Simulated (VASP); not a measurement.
# InAs (F-43m) in VASP: notebook

InAs is run at these levels: r2SCANh, PBE; tasks: single point.

Everything below comes from runs of VASP 6.6.1. Logs are shortened: lines on timing, memory, paths and dates and some standing lists are left out, and cuts for length are marked.

**1. The cell of the first run**

It takes space group F-43m (No. 216, cubic). The conventional cell has a = 6.036 Å, b = 6.036 Å, c = 6.036 Å, α = 90.00°, β = 90.00°, γ = 90.00°. In (site symmetry -43m) has 4 As at 2.61 Å within 3.4 Å. Within 3.4 Å of As (site symmetry -43m) lie 4 In at 2.61 Å.

**2. Single point, r2SCANh**

Input file POSCAR:

```
InAs
1.0
    0.0000000000      3.0180000000      3.0180000000
    3.0180000000      0.0000000000      3.0180000000
    3.0180000000      3.0180000000      0.0000000000
In As
1 1
Direct
    0.0000000000      0.0000000000      0.0000000000
    0.7500000000      0.7500000000      0.7500000000
```

Input file INCAR.step1:

```
  PREC = Accurate
  ENCUT = 520
  EDIFF = 1E-5
  ISMEAR = -1
  SIGMA = 0.05
  LREAL = False
  LASPH = True
  NELM = 60
  ALGO = Normal
  ISIF = 2
  LWAVE = True
  NBANDS = 16
  GGA = PE
```

Input file INCAR.step2:

```
  PREC = Accurate
  ENCUT = 520
  EDIFF = 1E-7
  ISMEAR = -1
  SIGMA = 0.05
  LREAL = False
  LASPH = True
  NELM = 60
  ALGO = Normal
  ISIF = 2
  LWAVE = False
  LCHARG = True
  METAGGA = R2SCAN
  LHFCALC = True
  AEXX = 0.1
  LMIXTAU = True
  PRECFOCK = Normal
  LELF = True
  LVHAR = True
  NBANDS = 16
  ISTART = 1
```

Input file KPOINTS:

```
regular mesh
0
Gamma
  4 4 4
```

Potentials or basis: VASP PAW PBE potentials, release 64 (In_d, As).

The run is started by

```sh
$ cat potpaw_PBE.64/In_d/POTCAR potpaw_PBE.64/As/POTCAR > POTCAR
$ cp INCAR.step1 INCAR
$ mpirun -np 1 vasp_std > vasp.out
$ cp INCAR.step2 INCAR
$ mpirun -np 1 vasp_std > vasp.out
```

OUTCAR:

```text
PREC = Accurate
   ENCUT = 520
   EDIFF = 1E-7
   ISMEAR = -1
   LREAL = False
   LASPH = True
   NELM = 60
   ISIF = 2
   METAGGA = R2SCAN
   LHFCALC = True
   AEXX = 0.1
   PRECFOCK = Normal
   ISTART = 1

 ion  position               nearest neighbor table
   1  0.000  0.000  0.000-   2 2.61   2 2.61   2 2.61   2 2.61
   2  0.750  0.750  0.750-   1 2.61   1 2.61   1 2.61   1 2.61

  LATTYP: Found a face centered cubic cell.
 ALAT       =     6.0360000000

  Lattice vectors:

 A1 = (   0.0000000000,   3.0180000000,   3.0180000000)
 A2 = (   3.0180000000,   0.0000000000,   3.0180000000)
 A3 = (   3.0180000000,   3.0180000000,   0.0000000000)

Analysis of symmetry for initial positions (statically):
=====================================================================
 Subroutine PRICEL returns:
 Original cell was already a primitive cell.

 Routine SETGRP: Setting up the symmetry group for a
 face centered cubic supercell.

 Subroutine GETGRP returns: Found 24 space group operations
 (whereof 24 operations were pure point group operations)
 out of a pool of 48 trial point group operations.

The static configuration has the point symmetry T_d .

Analysis of symmetry for dynamics (positions and initial velocities):
=====================================================================
 Subroutine PRICEL returns:
 Original cell was already a primitive cell.

 Routine SETGRP: Setting up the symmetry group for a
 face centered cubic supercell.

 Subroutine GETGRP returns: Found 24 space group operations
 (whereof 24 operations were pure point group operations)
 out of a pool of 48 trial point group operations.

The dynamic configuration has the point symmetry T_d .

 Subroutine INISYM returns: Found 24 space group operations
 (whereof 24 operations are pure point group operations),
 and found     1 'primitive' translations

----------------------------------------------------------------------------------------

                                     Primitive cell

  volume of cell :      54.9778

  direct lattice vectors                    reciprocal lattice vectors
     0.000000000  3.018000000  3.018000000    -0.165672631  0.165672631  0.165672631
     3.018000000  0.000000000  3.018000000     0.165672631 -0.165672631  0.165672631
     3.018000000  3.018000000  0.000000000     0.165672631  0.165672631 -0.165672631

  length of vectors
     4.268096531  4.268096531  4.268096531     0.286953414  0.286953414  0.286953414

  position of ions in fractional coordinates (direct lattice)
     0.000000000  0.000000000  0.000000000
     0.750000000  0.750000000  0.750000000

  ion indices of the primitive-cell ions
   primitive index   ion index
                 1           1
                 2           2

----------------------------------------------------------------------------------------

 KPOINTS: regular mesh

Automatic generation of k-mesh.
 Grid dimensions read from file:
 generate k-points for:    4    4    4

 Generating k-lattice:

  Cartesian coordinates                     Fractional coordinates (reciprocal lattice)
    -0.041418158  0.041418158  0.041418158     0.250000000  0.000000000  0.000000000
     0.041418158 -0.041418158  0.041418158     0.000000000  0.250000000  0.000000000
     0.041418158  0.041418158 -0.041418158     0.000000000  0.000000000  0.250000000

  Length of vectors
     0.071738354  0.071738354  0.071738354

  Shift w.r.t. Gamma in fractional coordinates (k-lattice)
     0.000000000  0.000000000  0.000000000

 Subroutine IBZKPT returns following result:
 ===========================================

 Found      8 irreducible k-points:

 Following reciprocal coordinates:
            Coordinates               Weight
  0.000000  0.000000  0.000000      1.000000
  0.250000  0.000000  0.000000      8.000000
  0.500000  0.000000  0.000000      4.000000
  0.250000  0.250000  0.000000      6.000000
  0.500000  0.250000  0.000000     24.000000
 -0.250000  0.250000  0.000000     12.000000
  0.500000  0.500000  0.000000      3.000000
 -0.250000  0.500000  0.250000      6.000000
   k-points           NKPTS =      8   k-points in BZ     NKDIM =     64   number of bands    NBANDS=     16
   number of dos      NEDOS =    301   number of ions     NIONS =      2
   total plane-waves  NPLWV =  32768
   dimension x,y,z NGX =    32 NGY =   32 NGZ =   32
   dimension x,y,z NGXF=    64 NGYF=   64 NGZF=   64
   ions per type =               1   1
   NGX,Y,Z   is equivalent  to a cutoff of  12.46, 12.46, 12.46 a.u.
   NGXF,Y,Z  is equivalent  to a cutoff of  24.93, 24.93, 24.93 a.u.
 SYSTEM =  unknown system
   PREC   = accura    normal or accurate (medium, high low for compatibility)
   ISTART =      1    job   : 0-new  1-cont  2-samecut
   ICHARG =      0    charge: 1-file 2-atom 10-const
   ISPIN  =      1    spin polarized calculation?
   LNONCOLLINEAR =      F non collinear calculations
   LSORBIT =      F    spin-orbit coupling
   LASPH  =      T    aspherical Exc in radial PAW
   ENCUT  =  520.0 eV  38.22 Ry    6.18 a.u.   7.94  7.94  7.94*2*pi/ulx,y,z
   NELM   =     60;   NELMIN=  2; NELMDL=  0     # of ELM steps
   EDIFF  = 0.1E-06   stopping-criterion for ELM
   LREAL  =      F    real-space projection
   EDIFFG = 0.1E-05   stopping-criterion for IOM
   NSW    =      0    number of steps for IOM
   IBRION =     -1    ionic relax: 0-MD 1-quasi-New 2-CG
   NFREE  =      0    steps in history (QN), initial steepest desc. (CG)
   ISIF   =      2    stress and relaxation
   ISYM   =      3    0-nonsym 1-usesym 2-fastsym
   POTIM  = 0.5000    time-step for ionic-motion
   TEBEG  =    0.0;   TEEND  =   0.0 temperature during run
   PSTRESS=    0.0 pullay stress
   NELECT =      18.0000    total number of electrons
   NUPDOWN=      -1.0000    fix difference up-down
   EMIN   =  10.00;   EMAX   =-10.00  energy-range for DOS
   EFERMI =   0.00;   METHOD = LEGACY
   ISMEAR =    -1;   SIGMA  =   0.05  broadening in eV -4-tet -1-fermi 0-gaus
   EFERMI_NEDOS =   21; number of points for ismear=-14 and -15
   IALGO  =     38    algorithm
   IMIX   =      1    mixing-type and parameters
     AMIX     =   0.40;   BMIX     =  1.00
     AMIX_MAG =   1.60;   BMIX_MAG =  1.00
  volume/ion in A,a.u.               =      27.49       185.50
  Fermi-wavevector in a.u.,A,eV,Ry     =   1.128331  2.132236 17.321990  1.273130
  Thomas-Fermi vector in A             =   2.265020
   LORBIT       =      0    0 simple, 1 ext, 2 COOP (PROOUT), +10 PAW based schemes
   METAGGA = R2SCAN    functional components
   LHFCALC =     T    Hartree Fock is set to
   PRECFOCK=normal    Normal, Fast or Accurate (Low or Medium for compatibility)
   ENCUT4O =  -1.0   cutoff for four orbital integrals eV
   NKREDX  =     1    reduce k-point grid by
   NKREDY  =     1    reduce k-point grid by
   NKREDZ  =     1    reduce k-point grid by
   AEXX    =    0.1000 exact exchange contribution
   HFSCREEN=    0.0000 screening length (either q_TF or 0.3 A-1)
   HFSCREENC=   0.0000 screening length for correlation (either q_TF or 0.3 A-1)
   ENCUTFOCK=  -1.0 apply spherical cutoff to Coloumb kernel
   IVDW    =     0    specifies the selected vdW correction
   LEPSILON=     F    determine dielectric tensor
   LRPA    =     F    only Hartree local field effects (RPA)
 non-spin polarized calculation
  energy-cutoff  :      520.00
  volume of cell :       54.98
 maximum number of plane-waves:      1480
  NGX = 24; NGY = 24; NGZ = 24

 number of electron      17.9999991 magnetization

 Free energy of the ion-electron system (eV)
  ---------------------------------------------------
  ext. energy  EPLUGINS =         0.00000000
  ---------------------------------------------------
  free energy    TOTEN  =       -35.95136893 eV

  energy without entropy =      -35.95134810  energy(sigma->0) =      -35.95135852

 E-fermi :   4.5047     XC(G=0):  -8.8264

 val. band max:        4.0908996963   @ k =   0.0000   0.0000   0.0000
 cond. band min:       4.8634940152   @ k =   0.0000   0.0000   0.0000
 fundamental gap:      0.7725943190
 Fermi energy:         4.5046754354

 k-point     1 :       0.0000    0.0000    0.0000
  band No.  band energies     occupation
      1     -11.4748      2.00000
      2     -11.4748      2.00000
      3     -11.4748      2.00000
      4     -11.3257      2.00000
      5     -11.3257      2.00000
      6      -8.6793      2.00000
[... 8 lines left out ...]
     15      14.8624      0.00000
     16      14.8624      0.00000

 k-point     2 :       0.2500    0.0000    0.0000
  band No.  band energies     occupation
      1     -11.5428      2.00000
      2     -11.4545      2.00000
      3     -11.4545      2.00000
      4     -11.3246      2.00000
      5     -11.3246      2.00000
      6      -8.0203      2.00000
[... 8 lines left out ...]
     15      13.7061      0.00000
     16      13.7061      0.00000

 k-point     3 :       0.5000    0.0000    0.0000
  band No.  band energies     occupation
      1     -11.6032      2.00000
      2     -11.4392      2.00000
      3     -11.4391      2.00000
      4     -11.3181      2.00000
      5     -11.3181      2.00000
      6      -7.0688      2.00000
[... 8 lines left out ...]
     15      16.1195      0.00000
     16      16.1195      0.00000

 k-point     4 :       0.2500    0.2500    0.0000
  band No.  band energies     occupation
      1     -11.5812      2.00000
      2     -11.4314      2.00000
      3     -11.4314      2.00000
      4     -11.3442      2.00000
      5     -11.3137      2.00000
      6      -7.8021      2.00000
[... 8 lines left out ...]
     15      15.5661      0.00000
     16      16.4196      0.00000

 k-point     5 :       0.5000    0.2500    0.0000
  band No.  band energies     occupation
      1     -11.6287      2.00000
      2     -11.4191      2.00000
      3     -11.4108      2.00000
      4     -11.3427      2.00000
      5     -11.3120      2.00000
      6      -6.8178      2.00000
[... 8 lines left out ...]
     15      16.3716      0.00000
     16      16.8965      0.00000

 k-point     6 :      -0.2500    0.2500    0.0000
  band No.  band energies     occupation
      1     -11.6013      2.00000
      2     -11.4316      2.00000
      3     -11.4296      2.00000
      4     -11.3278      2.00000
      5     -11.3237      2.00000
      6      -7.1642      2.00000
[... 8 lines left out ...]
     15      15.1234      0.00000
     16      16.9753      0.00000

 k-point     7 :       0.5000    0.5000    0.0000
  band No.  band energies     occupation
      1     -11.6666      2.00000
      2     -11.3861      2.00000
      3     -11.3861      2.00000
      4     -11.3663      2.00000
      5     -11.3016      2.00000
      6      -6.4710      2.00000
[... 8 lines left out ...]
     15      16.7977      0.00000
     16      17.5761      0.00000

 k-point     8 :      -0.2500    0.5000    0.2500
  band No.  band energies     occupation
      1     -11.6423      2.00000
      2     -11.4189      2.00000
      3     -11.3923      2.00000
      4     -11.3434      2.00000
      5     -11.3167      2.00000
      6      -6.4155      2.00000
[... 8 lines left out ...]
     15      17.0679      0.00000
     16      17.2075      0.00000

------------------------ aborting loop because EDIFF is reached ----------------------------------------

  FORCE on cell =-STRESS in cart. coord.  units (eV):
  Direction    XX          YY          ZZ          XY          YZ          ZX
  --------------------------------------------------------------------------------------
  -------------------------------------------------------------------------------------
  Total        0.5937611      0.5937611      0.5937611     -0.0000000      0.0000000     -0.0000000
  in kB       17.3035263     17.3035263     17.3035263     -0.0000000      0.0000000     -0.0000000
  external PRESSURE =      17.3035263 kB  Pullay stress =       0.0000000 kB

 VOLUME and BASIS-vectors are now :
 -----------------------------------------------------------------------------
  energy-cutoff  :      520.00
  volume of cell :       54.98
      direct lattice vectors                 reciprocal lattice vectors
     0.000000000  3.018000000  3.018000000    -0.165672631  0.165672631  0.165672631
     3.018000000  0.000000000  3.018000000     0.165672631 -0.165672631  0.165672631
     3.018000000  3.018000000  0.000000000     0.165672631  0.165672631 -0.165672631

 POSITION                                       TOTAL-FORCE (eV/Angst)
 -----------------------------------------------------------------------------------
      0.00000      0.00000      0.00000         0.000000      0.000000     -0.000000
      4.52700      4.52700      4.52700        -0.000000     -0.000000      0.000000
 -----------------------------------------------------------------------------------
    total drift:                                0.000015      0.000022      0.000003

  FREE ENERGIE OF THE ION-ELECTRON SYSTEM (eV)
  ---------------------------------------------------
  free  energy   TOTEN  =       -35.9513689339 eV

  energy  without entropy=      -35.9513481037  energy(sigma->0) =      -35.95135852
```

It took 7.5 min on 1 thread of Intel Xeon 6975P-C, shared host; peak memory 0.2 GiB.

Results:

- Free energy: -35.9514 eV
- Pressure: 1.7 GPa
- Band gap on the k mesh: 0.77 eV, direct

Caveat: the k points lie up to 0.45 Å⁻¹ apart; the PAW data sets were made with another functional, which shifts forces and pressure a little; spin-orbit coupling is left out, which moves the levels of the heavy elements.

**3. Single point, PBE**

Input file INCAR:

```
PREC     = Accurate       # precision mode
ENCUT    = 520            # plane-wave cutoff, eV
EDIFF    = 1E-6           # SCF threshold, eV
ISMEAR   = 0              # smearing method
SIGMA    = 0.013000000000000001 # smearing width, eV
LREAL    = False          # projectors in reciprocal space
LASPH    = True           # aspherical terms in the spheres
NELM     = 60             # most SCF steps
ALGO     = Normal         # electronic algorithm
ISIF     = 2              # what is computed and relaxed
LWAVE    = False          # write WAVECAR
LCHARG   = False          # write CHGCAR
GGA      = PE             # functional
NBANDS   = 16             # bands
```

Input file KPOINTS:

```
regular mesh
0
Gamma
  8 8 8
```

POSCAR is that of step 2.

Potentials or basis: VASP PAW PBE potentials, release 64 (In_d, As).

The run is started by

```sh
$ cat potpaw_PBE.64/In_d/POTCAR potpaw_PBE.64/As/POTCAR > POTCAR
$ mpirun -np 1 vasp_std > vasp.out
```

Wall time 15 s (1 thread of Intel Xeon 6975P-C, shared host); peak memory 0.18 GiB.

Results (log left out):

```yaml
Free_energy: -7.6613 eV
Pressure: 4.4 GPa
Band_gap_on_the_k_mesh: zero (filled and empty bands touch)
```

Levels at points of the mesh, in eV from the Fermi level:
| k point | band 5 | band 6 | band 7 | band 8 | band 9 | band 10 | band 11 | band 12 | band 13 | band 14 |
| --- | --- | --- | --- | --- | --- | --- | --- | --- | --- | --- |
| (0.00, 0.00, 0.00) | -14.28 | -11.90 | -0.17 | 0.00 | 0.00 | 0.00 | 3.91 | 3.91 | 3.91 | 7.52 |
| (0.50, 0.00, 0.00) | -14.27 | -10.41 | -5.80 | -1.00 | -1.00 | 0.96 | 4.68 | 4.68 | 6.86 | 9.06 |
| (0.50, 0.50, 0.00) | -14.26 | -9.87 | -5.87 | -2.34 | -2.34 | 1.53 | 2.06 | 9.22 | 9.31 | 9.31 |

Caveat: spin-orbit coupling is left out, which moves the levels of the heavy elements.

**4. Single point, PBE**

Input file INCAR:

```
  ALGO = Normal
  EDIFF = 1E-6
  ENCUT = 520
  GGA = PE
  ISIF = 2
  ISMEAR = 0
  LASPH = True
  LCHARG = False
  LREAL = False
  LWAVE = False
  NBANDS = 16
  NELM = 60
  PREC = Accurate
  SIGMA = 0.016
```

Input file KPOINTS:

```
k-points
0
Gamma
  8 8 8
```

POSCAR is that of step 3.

Potentials or basis: VASP PAW PBE potentials, release 64 (In_d, As).

The run is started by

```sh
$ cat potpaw_PBE.64/In_d/POTCAR potpaw_PBE.64/As/POTCAR > POTCAR
$ mpirun -np 1 vasp_std > vasp.out
```

OUTCAR:

```text
EDIFF = 1E-6
   ENCUT = 520
   GGA = PE
   ISIF = 2
   ISMEAR = 0
   LASPH = True
   LREAL = False
   NELM = 60
   PREC = Accurate

 ion  position               nearest neighbor table
   1  0.000  0.000  0.000-   2 2.61   2 2.61   2 2.61   2 2.61
   2  0.750  0.750  0.750-   1 2.61   1 2.61   1 2.61   1 2.61

  LATTYP: Found a face centered cubic cell.
 ALAT       =     6.0360000000

  Lattice vectors:

 A1 = (   0.0000000000,   3.0180000000,   3.0180000000)
 A2 = (   3.0180000000,   0.0000000000,   3.0180000000)
[... 624 lines left out ...]
      3      -9.7852      2.00000
      4      -9.7169      2.00000
      5      -9.7041      2.00000
      6      -5.5769      2.00000
[... 8 lines left out ...]
     15      14.9909      0.00000
     16      15.7163      0.00000

 [... further k-points ...]
[... 5 lines left out ...]
  --------------------------------------------------------------------------------------
  -------------------------------------------------------------------------------------
  Total        1.4948260      1.4948260      1.4948260      0.0000000     -0.0000000      0.0000000
  in kB       43.5625732     43.5625732     43.5625732      0.0000000     -0.0000000      0.0000000
  external PRESSURE =      43.5625732 kB  Pullay stress =       0.0000000 kB

 VOLUME and BASIS-vectors are now :
 -----------------------------------------------------------------------------
  energy-cutoff  :      520.00
  volume of cell :       54.98
      direct lattice vectors                 reciprocal lattice vectors
     0.000000000  3.018000000  3.018000000    -0.165672631  0.165672631  0.165672631
     3.018000000  0.000000000  3.018000000     0.165672631 -0.165672631  0.165672631
     3.018000000  3.018000000  0.000000000     0.165672631  0.165672631 -0.165672631

 POSITION                                       TOTAL-FORCE (eV/Angst)
 -----------------------------------------------------------------------------------
      0.00000      0.00000      0.00000         0.000000     -0.000000      0.000000
      4.52700      4.52700      4.52700        -0.000000      0.000000     -0.000000
 -----------------------------------------------------------------------------------
    total drift:                                0.000000      0.000000      0.000000

  FREE ENERGIE OF THE ION-ELECTRON SYSTEM (eV)
  ---------------------------------------------------
  free  energy   TOTEN  =        -7.6612609126 eV

  energy  without entropy=       -7.6612127056  energy(sigma->0) =       -7.66123681
```

OSZICAR:

```text
N       E                     dE             d eps       ncg     rms          rms(c)
DAV:   1     0.114140251536E+03    0.11414E+03   -0.83030E+03   928   0.122E+03
DAV:   2     0.304387469428E-01   -0.11411E+03   -0.10920E+03  1032   0.300E+02
DAV:   3    -0.772744058694E+01   -0.77579E+01   -0.77227E+01  1160   0.763E+01
DAV:   4    -0.793152506384E+01   -0.20408E+00   -0.20403E+00  1200   0.134E+01
DAV:   5    -0.794012901690E+01   -0.86040E-02   -0.86038E-02  1344   0.238E+00    0.461E+00
DAV:   6    -0.768508111526E+01    0.25505E+00   -0.38059E-01  1440   0.104E+01    0.257E+00
DAV:   7    -0.765939613977E+01    0.25685E-01   -0.11792E-01  1320   0.305E+00    0.731E-01
DAV:   8    -0.766044105214E+01   -0.10449E-02   -0.13588E-02  1120   0.132E+00    0.206E-01
DAV:   9    -0.766104345183E+01   -0.60240E-03   -0.99445E-04  1184   0.261E-01    0.123E-01
DAV:  10    -0.766121379346E+01   -0.17034E-03   -0.20720E-04  1112   0.209E-01    0.653E-02
DAV:  11    -0.766126042935E+01   -0.46636E-04   -0.11476E-04  1080   0.125E-01    0.420E-02
DAV:  12    -0.766126091258E+01   -0.48323E-06   -0.67250E-06  1064   0.308E-02
   1 F= -.76612609E+01 E0= -.76612368E+01  d E =-.482070E-04
```

stdout:

```text
POSCAR found type information on POSCAR InAs
 POSCAR found :  2 types and       2 ions
 scaLAPACK will be used
 LDA part: xc-table for (Slater+PW92), standard interpolation
 POSCAR, INCAR and KPOINTS ok, starting setup
 FFT: planning ... GRIDC
 FFT: planning ... GRID_SOFT
 FFT: planning ... GRID
 WAVECAR not read
 entering main loop
```

Wall time 17 s (1 thread of Intel Xeon 6975P-C, shared host); peak memory 0.18 GiB.

What came out:

```
Free energy            : -7.6613 eV
Pressure               : 4.4 GPa
Band gap on the k mesh : zero (filled and empty bands touch)
```

Caveat: spin-orbit coupling is left out, which moves the levels of the heavy elements.

(Continued in part 2 of 2.)
